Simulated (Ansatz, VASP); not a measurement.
**Si in VASP and in Ansatz**

POSCAR

```
Si
1.0
   -1.6269149300      1.6269149300      1.2807199545
    1.6269149300     -1.6269149300      1.2807199545
    1.6269149300      1.6269149300     -1.2807199545
Si
1
Direct
    0.0000000000      0.0000000000      0.0000000000
```

Contents of INCAR.step1:

```
SYSTEM = Si
PREC     = Accurate       ! precision mode
ENCUT    = 520            ! plane-wave cutoff, eV
ISMEAR   = 0              ! smearing method
SIGMA    = 0.15           ! smearing width, eV
LREAL    = .False.        ! projectors in reciprocal space
LASPH    = .True.         ! aspherical terms in the spheres
NELM     = 80             ! most SCF steps
NBANDS   = 8              ! bands
GGA      = PE             ! functional
ALGO     = Normal         ! electronic algorithm
EDIFF    = 1E-4           ! SCF threshold, eV
LWAVE    = .True.         ! write WAVECAR
LCHARG   = .False.        ! write CHGCAR
```

INCAR.step2

```
SYSTEM = Si
PREC     = Accurate       ! precision mode
ENCUT    = 520            ! plane-wave cutoff, eV
EDIFF    = 1E-7           ! SCF threshold, eV
ISMEAR   = 0              ! smearing method
SIGMA    = 0.15           ! smearing width, eV
LREAL    = .False.        ! projectors in reciprocal space
LASPH    = .True.         ! aspherical terms in the spheres
NELM     = 80             ! most SCF steps
ALGO     = Normal         ! electronic algorithm
ISIF     = 2              ! what is computed and relaxed
LWAVE    = .False.        ! write WAVECAR
LCHARG   = .False.        ! write CHGCAR
METAGGA  = R2SCAN         ! meta-GGA
LMIXTAU  = .True.       
NBANDS   = 8              ! bands
ISTART   = 1
```

File KPOINTS:

```
Automatic mesh
0
Gamma
  22 22 22
  0 0 0
```

Input for Ansatz:

```yaml
crystal:
  lattice:
    - [-1.62691493, 1.62691493, 1.2807199545]
    - [1.62691493, -1.62691493, 1.2807199545]
    - [1.62691493, 1.62691493, -1.2807199545]
  atoms:
    - { symbol: Si, position: [0.0, 0.0, 0.0] }
basis:
  ecutwfc: 500
kpoints:
  mp_grid: { grid: [22, 22, 22] }
hamiltonian:
  xc: r2scan
scf:
  occupations: { method: gaussian, width: 0.15 }
output:
  forces: true
  stress: true
  eigenvalues: true
```

Change from the starting cell: strain +0.000 along x and y, -0.030 along z, atoms carried along.

Alike in both runs: task single point; functional r2SCAN; k mesh 22 × 22 × 22; occupations gaussian, width 0.15 eV; no spin polarisation.

|  | VASP | Ansatz |
| --- | --- | --- |
| version | VASP 6.6.1 | Ansatz 0.2.0 |
| potentials or method | VASP PAW PBE potentials, release 64 (Si), cutoff 520 eV | scalar-relativistic, plane waves, PAW |
| valence electrons in the cell | 4 | 4 |

|  | VASP | Ansatz | Ansatz less VASP |
| --- | --- | --- | --- |
| gap on the k mesh at the Fermi level (eV) | none | none | - |
| pressure (GPa) | 3.3 | 3.2 | -0.05 |
| traceless stress, the component that is largest in VASP (GPa) | -0.07 | -0.02 | +0.048 |

VASP's potentials were made for PBE, not for r2SCAN. A gap of «none» marks a metal or a gap that the smearing closes.
